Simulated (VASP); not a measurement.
A run of VASP 6.6.1:

The input INCAR:

```
SYSTEM = Ca3AsP
ALGO = Normal
EDIFF = 1E-6
ENCUT = 500
GGA_COMPAT = .FALSE.
ISIF = 2
ISMEAR = 0
LASPH = .TRUE.
LCHARG = .FALSE.
LREAL = .FALSE.
LWAVE = .FALSE.
NBANDS = 28
NELM = 120
PREC = Accurate
SIGMA = 0.01
```

KPOINTS

```
k-points
0
G
  2 2 2
  0 0 0
```

The input POSCAR:

```
Ca3AsP
1.0
    5.3338990000      0.0000000000      0.0000000000
    0.0000000000      5.3338990000      0.0000000000
    0.0000000000      0.0000000000      5.3338990000
Ca P As
3 1 1
Direct
    0.0000000000      0.5000000000      0.5000000000
    0.5000000000      0.0000000000      0.5000000000
    0.5000000000      0.5000000000      0.0000000000
    0.5000000000      0.5000000000      0.5000000000
    0.0000000000      0.0000000000      0.0000000000
```

Potentials or basis: VASP PAW LDA potentials, release 64 (Ca_sv, P, As).

Launch:

```sh
$ cat potpaw_LDA.64/Ca_sv/POTCAR potpaw_LDA.64/P/POTCAR potpaw_LDA.64/As/POTCAR > POTCAR
$ mpirun -np 1 vasp_std > vasp.out
```

Hardware: 1 thread of AMD EPYC 9R45 (Zen 5) (shared host).

Problem. Estimate the wall time of this run.

Solution. Run time: 12 s on 1 thread of AMD EPYC 9R45 (Zen 5) (shared host), peak memory 0.16 GiB. Counts: scf iterations 16, k points 4.
